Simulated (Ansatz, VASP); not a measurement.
Al3N2: VASP beside Ansatz

```
Al N
1.0
    -1.55797    1.55797    6.98878
     1.55797   -1.55797    6.98878
     1.55797    1.55797   -6.98878
Al N
3 2
Cartesian
  0.0000 0.0000 0.0000
  0.0000 0.0000 5.5804
  0.0000 0.0000 8.3971
  0.0000 0.0000 2.7923
  0.0000 0.0000 11.1852
```

Change from the starting cell: species swapped into the Nb3Au2 type (I4/mmm, No. 139).

Alike in both runs: task single point; functional PBE; k mesh 8 × 8 × 8; occupations gaussian, width 0.1 eV; no spin polarisation.

```csv
,VASP,Ansatz
version,VASP 6.6.1,Ansatz 0.2.0
potentials or method,"VASP PAW PBE potentials, release 64 (Al, N), cutoff 520 eV","scalar-relativistic, plane waves, PAW"
valence electrons in the cell,19,19
```

```tsv
	VASP	Ansatz	Ansatz less VASP
gap on the k mesh at the Fermi level (eV)	none	none	-
pressure (GPa)	-11.0	-10.9	+0.07
traceless stress, the component that is largest in VASP (GPa)	-12.36	-12.38	-0.018
rms of the force components (eV/Å)	1.978	1.980	+0.0014
```

Atom by atom the forces differ by 0.001 eV/Å (rms over components). A gap of «none» marks a metal or a gap that the smearing closes.
